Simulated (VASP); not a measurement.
# Zr4Cl (Pm-3m) in VASP: further runs, part 2 of 2

VASP 6.6.1. Earlier steps stand in the parts before.

**4. Relaxation of cell and atoms, PBE**

Contents of INCAR:

```
SYSTEM = Zr4Cl
PREC = Accurate
ENCUT = 600
EDIFF = 1E-7
ISMEAR = 0
SIGMA = 0.1
LREAL = .False.
LASPH = .True.
NELM = 60
ALGO = Normal
ISIF = 3
LWAVE = .False.
LCHARG = .False.
GGA = PE
IBRION = 2
NSW = 100
EDIFFG = -0.01
```

Contents of KPOINTS:

```
regular mesh
0
Gamma
  8 8 8
  0 0 0
```

Contents of POSCAR:

```
Zr4Cl
1.0
    4.8288199961      0.0000000000      0.0000000000
    0.0000000000      4.8288199961      0.0000000000
    0.0000000000      0.0000000000      4.8288199961
Zr Cl
4 1
Direct
    0.5000000000      0.0000000000      0.0000000000
    0.0000000000      0.5000000000      0.0000000000
    0.0000000000      0.0000000000      0.5000000000
    0.5000000000      0.5000000000      0.5000000000
    0.0000000000      0.0000000000      0.0000000000
```

Potentials or basis: VASP PAW PBE potentials, release 64 (Zr_sv, Cl).

Command:

```bash
> cat potpaw_PBE.64/Zr_sv/POTCAR potpaw_PBE.64/Cl/POTCAR > POTCAR
> mpirun -np 1 vasp_std > vasp.out
```

OUTCAR:

```text
SYSTEM = Zr4Cl
   PREC = Accurate
   ENCUT = 600
   EDIFF = 1E-7
   ISMEAR = 0
   LREAL = .False.
   LASPH = .True.
   NELM = 60
   ISIF = 3
   GGA = PE
   IBRION = 2
   NSW = 100
   EDIFFG = -0.01

 ion  position               nearest neighbor table
   1  0.500  0.000  0.000-   5 2.41   5 2.41   4 3.41   2 3.41   3 3.41   4 3.41   2 3.41   4 3.41
                             4 3.41   2 3.41   3 3.41   3 3.41   3 3.41   2 3.41
   2  0.000  0.500  0.000-   5 2.41   5 2.41   4 3.41   1 3.41   3 3.41   4 3.41   1 3.41   3 3.41
                             3 3.41   3 3.41   1 3.41   4 3.41   4 3.41   1 3.41
   3  0.000  0.000  0.500-   5 2.41   5 2.41   4 3.41   1 3.41   1 3.41   2 3.41   2 3.41   2 3.41
                             4 3.41   2 3.41   1 3.41   4 3.41   1 3.41   4 3.41
   4  0.500  0.500  0.500-   1 3.41   2 3.41   3 3.41   1 3.41   2 3.41   1 3.41   3 3.41   1 3.41
                             2 3.41   3 3.41   2 3.41   3 3.41
   5  0.000  0.000  0.000-   1 2.41   2 2.41   3 2.41   3 2.41   2 2.41   1 2.41

  LATTYP: Found a simple cubic cell.
 ALAT       =     4.8288199961

  Lattice vectors:

 A1 = (   4.8288199961,   0.0000000000,   0.0000000000)
 A2 = (   0.0000000000,   4.8288199961,   0.0000000000)
 A3 = (   0.0000000000,   0.0000000000,   4.8288199961)
[... 184 lines left out ...]

------------------------ aborting loop because EDIFF is reached ----------------------------------------

  FORCE on cell =-STRESS in cart. coord.  units (eV):
  Direction    XX          YY          ZZ          XY          YZ          ZX
  --------------------------------------------------------------------------------------
  -------------------------------------------------------------------------------------
  Total        0.1838714      0.1838714      0.1838714      0.0000000     -0.0000000      0.0000000
  in kB        2.6163860      2.6163860      2.6163860      0.0000000     -0.0000000      0.0000000
  external PRESSURE =       2.6163860 kB  Pullay stress =       0.0000000 kB
[... 65 lines left out ...]
--------------------------------------- Ionic step        3  -------------------------------------------

 number of electron      55.0000001 magnetization

 Free energy of the ion-electron system (eV)
  ---------------------------------------------------
  ext. energy  EPLUGINS =         0.00000000
  ---------------------------------------------------
  free energy    TOTEN  =       -36.61186855 eV

  energy without entropy =      -36.60049841  energy(sigma->0) =      -36.60618348

 E-fermi :   8.6937     XC(G=0): -10.8561

 val. band max:        8.6585369951   @ k =   0.5000   0.5000   0.3750
 cond. band min:       8.7058533980   @ k =   0.5000   0.1250   0.0000
 fundamental gap:      0.0473164029
 Fermi energy:         8.6936551606

 k-point     1 :       0.0000    0.0000    0.0000
  band No.  band energies     occupation
      1     -40.5390      2.00000
      2     -40.4477      2.00000
      3     -40.4477      2.00000
      4     -40.4475      2.00000
      5     -19.0109      2.00000
      6     -19.0109      2.00000
[... 853 lines left out ...]
     32       9.9927      0.00000
     33      10.1428      0.00000

 [... further k-points ...]
[... 5 lines left out ...]
  --------------------------------------------------------------------------------------
  -------------------------------------------------------------------------------------
  Total        0.0009530      0.0009530      0.0009530     -0.0000000     -0.0000000      0.0000000
  in kB        0.0135285      0.0135285      0.0135285     -0.0000000     -0.0000000      0.0000000
  external PRESSURE =       0.0135285 kB  Pullay stress =       0.0000000 kB
[... 20 lines left out ...]
  FREE ENERGIE OF THE ION-ELECTRON SYSTEM (eV)
  ---------------------------------------------------
  free  energy   TOTEN  =       -36.6118685517 eV

  energy  without entropy=      -36.6004984131  energy(sigma->0) =      -36.60618348

 reached required accuracy - stopping structural energy minimisation
```

CONTCAR:

```text
Zr4Cl
   1.00000000000000
     4.8327040487376154    0.0000000000000000    0.0000000000000000
     0.0000000000000000    4.8327040487376154    0.0000000000000000
    -0.0000000000000000   -0.0000000000000000    4.8327040487376154
  Zr              Cl
     4     1
Direct
     0.5000000000000000    0.0000000000000000    0.0000000000000000
     0.0000000000000000    0.5000000000000000    0.0000000000000000
     0.0000000000000000    0.0000000000000000    0.5000000000000000
     0.5000000000000000    0.5000000000000000    0.5000000000000000
     0.0000000000000000    0.0000000000000000    0.0000000000000000

  0.00000000E+00  0.00000000E+00  0.00000000E+00
  0.00000000E+00  0.00000000E+00  0.00000000E+00
  0.00000000E+00  0.00000000E+00  0.00000000E+00
  0.00000000E+00  0.00000000E+00  0.00000000E+00
  0.00000000E+00  0.00000000E+00  0.00000000E+00
```

Run time: 2.4 min. Hardware: 1 thread of AMD EPYC 9R45 (Zen 5), shared host; peak memory 0.3 GiB.

Results:

* Free energy: -36.6119 eV
* Relaxed volume: 22.57 Å³/atom
* Relaxed cell: a = 4.833 Å, b = 4.833 Å, c = 4.833 Å, α = 90.00°, β = 90.00°, γ = 90.00°
* Space group after relaxing (to 0.1 Å): Pm-3m (No. 221)
* Energy gained by relaxing: 0.0 meV/atom
* Ionic steps: 3
* Pressure after relaxing: 0.0 GPa
* Band gap on the k mesh: zero (an odd number of electrons rules out a gap without spin polarisation)

Step by step:
```tsv
step	energy change (eV)	largest force (eV/Å)	pressure (GPa)	volume (Å³)
1	0.0000	0.0000	0.26	112.60
2	0.0001	0.0000	-0.31	113.20
3	-0.0002	0.0000	0.00	112.87
```

Final structure:
```
Zr Cl
1.0
     4.83270    0.00000    0.00000
     0.00000    4.83270    0.00000
     0.00000    0.00000    4.83270
Zr Cl
4 1
Direct
  0.50000 0.00000 0.00000
  0.00000 0.50000 0.00000
  0.00000 0.00000 0.50000
  0.50000 0.50000 0.50000
  0.00000 0.00000 0.00000
```

**5. Summary**

| task | spin | cell | k mesh | cutoff (eV) | gap on the mesh (eV) | pressure (GPa) |
| --- | --- | --- | --- | --- | --- | --- |
| single point | off | a = 4.831 Å, 5 atoms | 8 × 8 × 8 | 520 | none | 0.1 |
| single point | collinear | a = 4.829 Å, 5 atoms | 4 × 4 × 4 | 520 | none | 0.1 |
| relaxation of cell and atoms | off | relaxed from a = 4.829 Å, 5 atoms | 8 × 8 × 8 | 600 | none | 0.0 |

Alike in all rows: level PBE; potentials or basis VASP PAW PBE potentials, release 64 (Zr_sv, Cl); smearing gaussian 0.1 eV.

Absolute energies hang on the potentials; compare differences alone.

The gap in the log of VASP goes by the Fermi energy; the results here count the filled bands.